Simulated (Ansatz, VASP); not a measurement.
# SnGe7: VASP beside Ansatz

Contents of INCAR:

```
SYSTEM = SnGe7
PREC = Accurate
ENCUT = 600
EDIFF = 1E-6
ISMEAR = 0
SIGMA = 0.1
LREAL = Auto
LASPH = .True.
NELM = 100
ALGO = Normal
ISIF = 3
LWAVE = .False.
LCHARG = .False.
GGA = PS
IBRION = 2
NSW = 100
EDIFFG = -0.005
LUSENCCL = .False.
```

Contents of KPOINTS:

```
Automatic mesh
0
Gamma
  6 6 6
  0 0 0
```

The input POSCAR:

```
SnGe7
1.0
   -0.0074411318      5.7877207433      5.8038231445
    5.7877207433     -0.0074411318      5.8038231445
    5.7802796116      5.7802796116      0.0000000000
Ge Sn
14 2
Direct
    0.0006444155      0.0006444155     -0.0006444155
    0.0006444155      0.0006444155      0.4993555845
    0.0130690426      0.4952474779     -0.0041582603
    0.0130690426      0.4952474779      0.4958417397
    0.4952474779      0.0130690426     -0.0041582603
    0.4952474779      0.0130690426      0.4958417397
    0.4900230627      0.4900230627      0.0099769373
    0.4900230627      0.4900230627      0.5099769373
    0.1257851381      0.1257851381      0.1242148619
    0.1257851381      0.1257851381      0.6242148619
    0.1250535380      0.6249769720      0.1249847450
    0.1250535380      0.6249769720      0.6249847450
    0.6249769720      0.1250535380      0.1249847450
    0.6249769720      0.1250535380      0.6249847450
    0.6252003532      0.6252003532      0.1247996468
    0.6252003532      0.6252003532      0.6247996468
```

Input for Ansatz:

```yaml
crystal:
  lattice:
    - [-0.0074411148, 5.7877207568, 5.8038231129]
    - [5.7877207568, -0.0074411148, 5.8038231129]
    - [5.780279642, 5.780279642, 0.0]
  atoms:
    - { symbol: Ge, position: [0.000644416, 0.000644416, -0.000644416] }
    - { symbol: Ge, position: [0.000644416, 0.000644416, 0.499355584] }
    - { symbol: Ge, position: [0.0130690416, 0.4952474814, -0.0041582615] }
    - { symbol: Ge, position: [0.0130690416, 0.4952474814, 0.4958417385] }
    - { symbol: Ge, position: [0.4952474814, 0.0130690416, -0.0041582615] }
    - { symbol: Ge, position: [0.4952474814, 0.0130690416, 0.4958417385] }
    - { symbol: Ge, position: [0.490023064, 0.490023064, 0.009976936] }
    - { symbol: Ge, position: [0.490023064, 0.490023064, 0.509976936] }
    - { symbol: Ge, position: [0.1257851382, 0.1257851382, 0.1242148618] }
    - { symbol: Ge, position: [0.1257851382, 0.1257851382, 0.6242148618] }
    - { symbol: Ge, position: [0.1250535348, 0.6249769725, 0.1249847464] }
    - { symbol: Ge, position: [0.1250535348, 0.6249769725, 0.6249847464] }
    - { symbol: Ge, position: [0.6249769725, 0.1250535348, 0.1249847464] }
    - { symbol: Ge, position: [0.6249769725, 0.1250535348, 0.6249847464] }
    - { symbol: Sn, position: [0.6252003515, 0.6252003515, 0.1247996485] }
    - { symbol: Sn, position: [0.6252003515, 0.6252003515, 0.6247996485] }
basis:
  ecutwfc: 420
kpoints:
  mp_grid: { grid: [6, 6, 6] }
hamiltonian:
  xc: pbesol
scf:
  occupations: { method: gaussian, width: 0.1 }
output:
  forces: true
  stress: true
  eigenvalues: true
  write_density: true
  write_potential: true
  elf: true
  volumetric_format: npy
relax:
  adjacent_minimum: "off"
  f_tol: 0.005
  max_steps: 80
  cell: { stress_tol: 0.05 }
```

Alike in both runs: task relaxation of cell and atoms; functional PBEsol; k mesh 6 × 6 × 6; occupations gaussian, width 0.1 eV; no spin polarisation.

```csv
,VASP,Ansatz
version,VASP 6.6.1,Ansatz 0.2.0
potentials or method,"VASP PAW PBE potentials, release 64 (Ge_d, Sn_d), cutoff 600 eV","scalar-relativistic, plane waves, PAW"
valence electrons in the cell,224,224
```

|  | VASP | Ansatz | Ansatz less VASP |
| --- | --- | --- | --- |
| relaxed volume (Å³/atom) | 24.26 | 24.30 | +0.040 |
| relaxed cell length with the largest relative difference (Å) | 8.171 | 8.180 | +0.0087 |

VASP's potentials were made for PBE, not for PBEsol.
